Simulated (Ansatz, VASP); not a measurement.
## Ni: VASP beside Ansatz

```xyz
1
Lattice="0.0000 1.7619 1.7619 1.7619 0.0000 1.7619 1.7619 1.7619 0.0000" Properties=species:S:1:pos:R:3 pbc="T T T"
Ni    0.0000    0.0000    0.0000
```

Alike in both runs: task single point; functional r2SCAN; k mesh 14 × 14 × 14; occupations fermi-dirac, width 0.003 eV; collinear spin.

|  | VASP | Ansatz |
| --- | --- | --- |
| version | VASP 6.6.1 | Ansatz 0.2.0 |
| potentials or method | VASP PAW PBE potentials, release 64 (Ni), cutoff 660 eV | PAW, plane waves, scalar-relativistic |
| valence electrons in the cell | 10 | 18 |

```tsv
	VASP	Ansatz	Ansatz less VASP
pressure (GPa)	-7.4	-7.7	-0.28
net moment per atom (μB)	0.75	0.77	+0.017
size of the moment on the site where the two differ most (μB)	0.78	0.84	+0.062
```

VASP's potentials were made for PBE, not for r2SCAN. Site moments also hang on the region over which each program counts them. VASP's potentials hold 10 valence electrons a cell and Ansatz's 18, so a difference there can come from the potentials and not from the codes. Ansatz's warnings: stability check not made.
